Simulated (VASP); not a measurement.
# MgS (Fm-3m) in VASP: further runs

The runs below take MgS through single point, molecular dynamics, with PBE.

Program: VASP 6.6.1. These are calculated values, not measurements. Logs are shortened: lines on timing, memory, paths and dates and some standing lists are left out, and cuts for length are marked.

## (1) The cell of the first run

The structure is cubic, space group Fm-3m (No. 225). Conventional cell: a = 5.209 Å, b = 5.209 Å, c = 5.209 Å, α = 90.00°, β = 90.00°, γ = 90.00°. Within 3.4 Å of Mg (site symmetry m-3m) lie 6 S at 2.60 Å. S (site symmetry m-3m) has 6 Mg at 2.60 Å within 3.4 Å.

## (2) Single point, PBE, collinear spin, zero start

File INCAR:

```
SYSTEM = MgS
PREC = Accurate
ENCUT = 600
EDIFF = 1E-6
ISMEAR = 0
SIGMA = 0.1
LREAL = .FALSE.
LASPH = .TRUE.
NELM = 200
ALGO = Normal
ISIF = 2
LWAVE = .FALSE.
LCHARG = .FALSE.
ISPIN = 2
MAGMOM = 0 0
LORBIT = 11
GGA = PE
ISYM = 0
NBANDS = 15
GGA_COMPAT = .FALSE.
```

File KPOINTS:

```
Automatic mesh
0
Gamma
  1 2 5
  0.22 0.56 0.85
```

File POSCAR:

```
MgS
1.0
    0.0000000000      2.6043975556      2.6043975556
    2.6043975556      0.0000000000      2.6043975556
    2.6043975556      2.6043975556      0.0000000000
Mg S
1 1
Direct
    0.0000000000      0.0000000000      0.0000000000
    0.5000000000      0.5000000000      0.5000000000
```

Potentials or basis: VASP PAW PBE potentials, release 64 (Mg, S).

Command:

```console
cat potpaw_PBE.64/Mg/POTCAR potpaw_PBE.64/S/POTCAR > POTCAR
mpirun -np 1 vasp_std > vasp.out
```

OUTCAR:

```text
SYSTEM = MgS
   PREC = Accurate
   ENCUT = 600
   EDIFF = 1E-6
   ISMEAR = 0
   LREAL = .FALSE.
   LASPH = .TRUE.
   NELM = 200
   ISIF = 2
   ISPIN = 2
   LORBIT = 11
   GGA = PE
   ISYM = 0

 ion  position               nearest neighbor table
   1  0.000  0.000  0.000-   2 2.60   2 2.60   2 2.60   2 2.60   2 2.60   2 2.60
   2  0.500  0.500  0.500-   1 2.60   1 2.60   1 2.60   1 2.60   1 2.60   1 2.60

IMPORTANT INFORMATION: All symmetrisations will be switched off!
NOSYMM: (Re-)initialisation of all symmetry stuff for point group C_1.

----------------------------------------------------------------------------------------

                                     Primitive cell

  volume of cell :      35.3307

  direct lattice vectors                    reciprocal lattice vectors
     0.000000000  2.604397556  2.604397556    -0.191982979  0.191982979  0.191982979
     2.604397556  0.000000000  2.604397556     0.191982979 -0.191982979  0.191982979
     2.604397556  2.604397556  0.000000000     0.191982979  0.191982979 -0.191982979

  length of vectors
     3.683174345  3.683174345  3.683174345     0.332524273  0.332524273  0.332524273

  position of ions in fractional coordinates (direct lattice)
     0.000000000  0.000000000  0.000000000
     0.500000000  0.500000000  0.500000000

  ion indices of the primitive-cell ions
   primitive index   ion index
                 1           1
                 2           2

----------------------------------------------------------------------------------------

 KPOINTS: Automatic mesh

Automatic generation of k-mesh.
 Grid dimensions read from file:
 generate k-points for:    1    2    5

 Generating k-lattice:

  Cartesian coordinates                     Fractional coordinates (reciprocal lattice)
    -0.191982979  0.191982979  0.191982979     1.000000000  0.000000000  0.000000000
     0.095991489 -0.095991489  0.095991489     0.000000000  0.500000000  0.000000000
     0.038396596  0.038396596 -0.038396596     0.000000000  0.000000000  0.200000000

  Length of vectors
     0.332524273  0.166262137  0.066504855

  Shift w.r.t. Gamma in fractional coordinates (k-lattice)
     0.220000000  0.560000000  0.850000000

 -----------------------------------------------------------------------------
|                                                                             |
|           W    W    AA    RRRRR   N    N  II  N    N   GGGG   !!!           |
|           W    W   A  A   R    R  NN   N  II  NN   N  G    G  !!!           |
|           W    W  A    A  R    R  N N  N  II  N N  N  G       !!!           |
|           W WW W  AAAAAA  RRRRR   N  N N  II  N  N N  G  GGG   !            |
|           WW  WW  A    A  R   R   N   NN  II  N   NN  G    G                |
|           W    W  A    A  R    R  N    N  II  N    N   GGGG   !!!           |
|                                                                             |
|     Your reciprocal lattice and k-lattice belong to different lattice       |
|     classes:                                                                |
|                                                                             |
|        The reciprocal lattice is body-centered cubic,                       |
|        whereas your k-lattice is base-centered monoclinic.                  |
|                                                                             |
|     Results are often still useful ...                                      |
|                                                                             |
 -----------------------------------------------------------------------------

 WARNING: IBZKPT: internal override: KBLOWUP is changed to .FALSE.
      ... skipping the blow-up phase ...

 Subroutine IBZKPT returns following result:
 ===========================================

 Found     10 irreducible k-points:

 Following reciprocal coordinates:
            Coordinates               Weight
  0.220000 -0.220000 -0.030000      1.000000
  0.220000  0.280000 -0.030000      1.000000
  0.220000 -0.220000  0.170000      1.000000
  0.220000  0.280000  0.170000      1.000000
  0.220000 -0.220000  0.370000      1.000000
  0.220000  0.280000  0.370000      1.000000
  0.220000 -0.220000 -0.430000      1.000000
  0.220000  0.280000 -0.430000      1.000000
  0.220000 -0.220000 -0.230000      1.000000
  0.220000  0.280000 -0.230000      1.000000
   k-points           NKPTS =     10   k-points in BZ     NKDIM =     10   number of bands    NBANDS=     15
   number of dos      NEDOS =    301   number of ions     NIONS =      2
   total plane-waves  NPLWV =  27000
   dimension x,y,z NGX =    30 NGY =   30 NGZ =   30
   dimension x,y,z NGXF=    60 NGYF=   60 NGZF=   60
   ions per type =               1   1
   NGX,Y,Z   is equivalent  to a cutoff of  13.54, 13.54, 13.54 a.u.
   NGXF,Y,Z  is equivalent  to a cutoff of  27.08, 27.08, 27.08 a.u.
 SYSTEM =  MgS
   PREC   = accura    normal or accurate (medium, high low for compatibility)
   ISTART =      0    job   : 0-new  1-cont  2-samecut
   ICHARG =      2    charge: 1-file 2-atom 10-const
   ISPIN  =      2    spin polarized calculation?
   LNONCOLLINEAR =      F non collinear calculations
   LSORBIT =      F    spin-orbit coupling
   LASPH  =      T    aspherical Exc in radial PAW
   ENCUT  =  600.0 eV  44.10 Ry    6.64 a.u.   7.36  7.36  7.36*2*pi/ulx,y,z
   NELM   =    200;   NELMIN=  2; NELMDL= -5     # of ELM steps
   EDIFF  = 0.1E-05   stopping-criterion for ELM
   LREAL  =      F    real-space projection
   EDIFFG = 0.1E-04   stopping-criterion for IOM
   NSW    =      0    number of steps for IOM
   IBRION =     -1    ionic relax: 0-MD 1-quasi-New 2-CG
   NFREE  =      0    steps in history (QN), initial steepest desc. (CG)
   ISIF   =      2    stress and relaxation
   ISYM   =      0    0-nonsym 1-usesym 2-fastsym
   POTIM  = 0.5000    time-step for ionic-motion
   TEBEG  =    0.0;   TEEND  =   0.0 temperature during run
   PSTRESS=    0.0 pullay stress
   NELECT =       8.0000    total number of electrons
   NUPDOWN=      -1.0000    fix difference up-down
   EMIN   =  10.00;   EMAX   =-10.00  energy-range for DOS
   EFERMI =   0.00;   METHOD = LEGACY
   ISMEAR =     0;   SIGMA  =   0.10  broadening in eV -4-tet -1-fermi 0-gaus
   EFERMI_NEDOS =   21; number of points for ismear=-14 and -15
   IALGO  =     38    algorithm
   IMIX   =      4    mixing-type and parameters
     AMIX     =   0.40;   BMIX     =  1.00
     AMIX_MAG =   1.60;   BMIX_MAG =  1.00
  volume/ion in A,a.u.               =      17.67       119.21
  Fermi-wavevector in a.u.,A,eV,Ry     =   0.997825  1.885615 13.546695  0.995654
  Thomas-Fermi vector in A             =   2.130007
   LORBIT       =     11    0 simple, 1 ext, 2 COOP (PROOUT), +10 PAW based schemes
   GGA     = PE    functional components
   LHFCALC =     F    Hartree Fock is set to
   AEXX    =    0.0000 exact exchange contribution
   IVDW    =     0    specifies the selected vdW correction
   LEPSILON=     F    determine dielectric tensor
   LRPA    =     F    only Hartree local field effects (RPA)
 spin polarized calculation
 Gauss-broadening in eV      SIGMA  =   0.10
  energy-cutoff  :      600.00
  volume of cell :       35.33
 maximum number of plane-waves:      1189
 NGX is ok and might be reduce to    30
   NGX = 15   NGY = 15   NGZ = 15

 number of electron       7.9999999 magnetization       0.0000000

 number of electron       7.9999999 magnetization      -0.0000000

 Free energy of the ion-electron system (eV)
  ---------------------------------------------------
  ext. energy  EPLUGINS =         0.00000000
  ---------------------------------------------------
  free energy    TOTEN  =        -8.43799063 eV

  energy without entropy =       -8.43799063  energy(sigma->0) =       -8.43799063

 E-fermi :   3.9560     XC(G=0):  -9.6788

 val. band max:        3.4256988542   @ k =   0.2200   0.2800   0.1700
 cond. band min:       8.2554358029   @ k =   0.2200   0.2800  -0.2300
 fundamental gap:      4.8297369487
 Fermi energy:         3.9560302149

 spin component 1

 k-point     1 :       0.2200   -0.2200   -0.0300
  band No.  band energies     occupation
      1      -7.9391      1.00000
      2       0.2380      1.00000
      3       1.7812      1.00000
      4       3.2041      1.00000
      5       9.8301      0.00000
      6      10.6470      0.00000
      7      11.2630      0.00000
      8      11.7463      0.00000
      9      13.7306      0.00000
     10      17.9826      0.00000
     11      18.2157      0.00000
     12      18.9905      0.00000
     13      20.2280      0.00000
     14      24.0711      0.00000
     15      24.8963      0.00000
[... 145 lines left out ...]
 k-point    10 :       0.2200    0.2800   -0.2300
  band No.  band energies     occupation
      1      -7.5410      1.00000
      2      -0.2576      1.00000
      3       1.5572      1.00000
      4       2.4102      1.00000
      5       8.2554      0.00000
      6      10.2889      0.00000
      7      11.9929      0.00000
      8      13.1163      0.00000
      9      16.1735      0.00000
     10      18.3763      0.00000
     11      19.1190      0.00000
     12      19.7809      0.00000
     13      20.8054      0.00000
     14      22.5768      0.00000
     15      24.6870      0.00000
 Fermi energy:         3.9560302149

 spin component 2

 k-point     1 :       0.2200   -0.2200   -0.0300
  band No.  band energies     occupation
      1      -7.9391      1.00000
      2       0.2380      1.00000
      3       1.7812      1.00000
      4       3.2041      1.00000
      5       9.8301      0.00000
      6      10.6470      0.00000
      7      11.2630      0.00000
      8      11.7463      0.00000
      9      13.7306      0.00000
     10      17.9826      0.00000
     11      18.2157      0.00000
     12      18.9905      0.00000
     13      20.2280      0.00000
     14      24.0711      0.00000
     15      24.8963      0.00000
[... 145 lines left out ...]
 k-point    10 :       0.2200    0.2800   -0.2300
  band No.  band energies     occupation
      1      -7.5410      1.00000
      2      -0.2576      1.00000
      3       1.5572      1.00000
      4       2.4102      1.00000
      5       8.2554      0.00000
      6      10.2889      0.00000
      7      11.9928      0.00000
      8      13.1163      0.00000
      9      16.1736      0.00000
     10      18.3763      0.00000
     11      19.1190      0.00000
     12      19.7808      0.00000
     13      20.8054      0.00000
     14      22.5768      0.00000
     15      24.6870      0.00000

------------------------ aborting loop because EDIFF is reached ----------------------------------------

  FORCE on cell =-STRESS in cart. coord.  units (eV):
  Direction    XX          YY          ZZ          XY          YZ          ZX
  --------------------------------------------------------------------------------------
  -------------------------------------------------------------------------------------
  Total        0.9342066      0.5198342     -0.7679958     -0.5649269     -0.6921133     -0.3818938
  in kB       42.3644609     23.5734752    -34.8271247    -25.6183399    -31.3859992    -17.3181465
  external PRESSURE =      10.3702705 kB  Pullay stress =       0.0000000 kB

 VOLUME and BASIS-vectors are now :
 -----------------------------------------------------------------------------
  energy-cutoff  :      600.00
  volume of cell :       35.33
      direct lattice vectors                 reciprocal lattice vectors
     0.000000000  2.604397556  2.604397556    -0.191982979  0.191982979  0.191982979
     2.604397556  0.000000000  2.604397556     0.191982979 -0.191982979  0.191982979
     2.604397556  2.604397556  0.000000000     0.191982979  0.191982979 -0.191982979

 POSITION                                       TOTAL-FORCE (eV/Angst)
 -----------------------------------------------------------------------------------
      0.00000      0.00000      0.00000        -0.000002      0.000000      0.000001
      2.60440      2.60440      2.60440         0.000002     -0.000000     -0.000001
 -----------------------------------------------------------------------------------
    total drift:                                0.000003     -0.000000     -0.000001

  FREE ENERGIE OF THE ION-ELECTRON SYSTEM (eV)
  ---------------------------------------------------
  free  energy   TOTEN  =        -8.4379906297 eV

  energy  without entropy=       -8.4379906297  energy(sigma->0) =       -8.43799063

 total charge

# of ion       s       p       d       tot
------------------------------------------
    1        0.141   0.125   0.039   0.305
    2        1.317   2.494   0.000   3.811
--------------------------------------------------
tot          1.459   2.618   0.039   4.116

 magnetization (x)

# of ion       s       p       d       tot
------------------------------------------
    1        0.000  -0.000  -0.000  -0.000
    2       -0.000  -0.000   0.000  -0.000
--------------------------------------------------
tot         -0.000  -0.000  -0.000  -0.000
```

Run time: 19 s. Hardware: 1 thread of AMD EPYC 7R13 (Zen 3), shared host; peak memory 0.15 GiB.

What came out:

```
Free energy                                           : -8.4380 eV
Pressure                                              : 1.0 GPa
Band gap on the k mesh                                : 4.83 eV, indirect (least direct gap 5.66 eV)
Net moment                                            : 0.00 μB per cell
Valence electrons inside the program's atomic spheres : Mg 0.30; S 3.81
```

Caveat: the k points lie up to 2.09 Å⁻¹ apart. A k mesh can miss the band edges.

## (3) Molecular dynamics, PBE

File INCAR:

```
SYSTEM = MgS
  PREC = Normal
  ENCUT = 440
  EDIFF = 1E-5
  ISMEAR = 0
  SIGMA = 0.1
  LREAL = .False.
  LASPH = .True.
  NELM = 120
  ALGO = Normal
  ISIF = 2
  LWAVE = .False.
  LCHARG = .False.
  GGA = PE
  IBRION = 0
  NSW = 6
  POTIM = 2.0
  TEBEG = 300.0
  TEEND = 300.0
  ISYM = 0
  NELMIN = 4
  RANDOM_SEED = 57 0 0
  MDALGO = 2
  SMASS = 0
  GGA_COMPAT = .False.
  MAXMIX = 40
```

File KPOINTS:

```
regular mesh
0
Gamma
  2 2 2
  0 0 0
```

POSCAR is that of step 2.

Potentials or basis: VASP PAW PBE potentials, release 64 (Mg, S).

Command:

```console
cat potpaw_PBE.64/Mg/POTCAR potpaw_PBE.64/S/POTCAR > POTCAR
mpirun -np 1 vasp_std > vasp.out
```

It took 7.4 s on 1 thread of AMD EPYC 7R13 (Zen 3), shared host; peak memory 0.1 GiB.

The path:
```tsv
step	potential energy change (eV)	largest force (eV/Å)	pressure (GPa)	volume (Å³)	temperature (K)
1	0.0000	0.0000	7.44	35.33	300
2	0.0002	0.0316	7.45	35.33	298
3	0.0008	0.0578	7.47	35.33	293
4	0.0019	0.0863	7.51	35.33	286
5	0.0033	0.1155	7.56	35.33	275
6	0.0051	0.1447	7.62	35.33	262
```

Caveat: the k points lie up to 1.04 Å⁻¹ apart.

## (4) Single point, PBE

File INCAR:

```
SYSTEM = MgS
PREC = Accurate
ENCUT = 600
EDIFF = 1E-6
ISMEAR = 0
SIGMA = 0.01
LREAL = .False.
LASPH = .True.
NELM = 120
ALGO = Normal
ISIF = 2
LWAVE = .False.
LCHARG = .False.
GGA = PE
NBANDS = 11
GGA_COMPAT = .False.
```

File KPOINTS:

```
Automatic mesh
0
Gamma
  6 6 6
  0 0 0
```

File POSCAR:

```
MgS
1.0
    0.0000000000      2.6043975556      2.6043975556
    2.6043975556      0.0000000000      2.6043975556
    2.6043975556      2.6043975556      0.0000000000
Mg S
1 1
Direct
    0.3000000000      0.9000000000      0.4350000000
    0.8000000000      1.4000000000      0.9350000000
```

Command:

```console
cat potpaw_PBE.64/Mg/POTCAR potpaw_PBE.64/S/POTCAR > POTCAR
mpirun -np 1 vasp_std > vasp.out
```

Wall time 10 s (1 thread of AMD EPYC 7R13 (Zen 3), shared host); peak memory 0.13 GiB.

It converged, with:

| Item | Value |
| --- | --- |
| Free energy | -8.5001 eV |
| Pressure | 0.7 GPa |
| Band gap on the k mesh | 2.77 eV, indirect (least direct gap 3.68 eV) |

Levels at points of the mesh, in eV from the valence-band top:
```csv
k point,band 2,band 3,band 4,band 5,band 6,band 7
"(0.00, 0.00, 0.00)",0.00,0.00,0.00,3.68,7.96,7.96
"(0.50, 0.00, 0.00)",-4.81,-0.59,-0.59,4.54,6.90,6.90
"(0.50, 0.50, 0.00)",-4.18,-1.68,-1.68,2.77,4.40,11.97
```

A k mesh can miss the band edges. PBE gaps usually lie below the measured ones, often by a third to a half.

## (5) Single point, PBE

File INCAR:

```
SYSTEM = MgS
  PREC = Accurate
  ENCUT = 600
  EDIFF = 1E-6
  ISMEAR = 1
  SIGMA = 0.13605693122994
  LREAL = .FALSE.
  LASPH = .TRUE.
  NELM = 120
  ALGO = Normal
  ISIF = 2
  LWAVE = .FALSE.
  LCHARG = .FALSE.
  GGA = PE
  NBANDS = 11
  GGA_COMPAT = .FALSE.
```

File KPOINTS:

```
regular mesh
0
G
  6 6 6
  0 0 0
```

File POSCAR:

```
MgS
1.0
    0.0000000000      2.6043975556      2.6043975556
    2.6043975556      0.0000000000      2.6043975556
    2.6043975556      2.6043975556      0.0000000000
Mg S
1 1
Direct
    0.0000000000      0.0000000000      0.0000000000
    0.5000000000      0.5000000000      0.5000000000
```

Command:

```console
cat potpaw_PBE.64/Mg/POTCAR potpaw_PBE.64/S/POTCAR > POTCAR
mpirun -np 1 vasp_std > vasp.out
```

It took 9.3 s on 1 thread of AMD EPYC 7R13 (Zen 3), shared host; peak memory 0.13 GiB.

The run converged. Its results:

```
Free energy            : -8.5000 eV
Pressure               : 0.7 GPa
Band gap on the k mesh : 2.77 eV, indirect (least direct gap 3.68 eV)
```

Levels at points of the mesh, in eV from the valence-band top:
```tsv
k point	band 1	band 2	band 3	band 4	band 5	band 6	band 7	band 8
(0.00, 0.00, 0.00)	-12.65	0.00	0.00	0.00	3.68	7.95	7.95	7.95
(0.50, 0.00, 0.00)	-11.35	-4.81	-0.59	-0.59	4.54	6.90	6.90	10.08
(0.50, 0.50, 0.00)	-10.98	-4.18	-1.68	-1.68	2.77	4.40	11.97	12.81
```

A k mesh can miss the band edges. PBE gaps usually lie below the measured ones, often by a third to a half.

## (6) Summary

| task | spin | k mesh | cutoff (eV) | smearing | gap on the mesh (eV) | pressure (GPa) |
| --- | --- | --- | --- | --- | --- | --- |
| single point | collinear, zero start | 1 × 2 × 5, shifted | 600 | gaussian 0.1 eV | 4.83 | 1.0 |
| molecular dynamics | off | 2 × 2 × 2 | 440 | gaussian 0.1 eV | - | - |
| single point | off | 6 × 6 × 6 | 600 | gaussian 0.01 eV | 2.77 | 0.7 |
| single point | off | 6 × 6 × 6 | 600 | methfessel-paxton 0.136057 eV | 2.77 | 0.7 |

Alike in all rows: level PBE; potentials or basis VASP PAW PBE potentials, release 64 (Mg, S); cell as given.

Caveats: some runs use coarse meshes.

Total energies depend on the potentials used, so only differences within one code and one set of settings carry meaning.
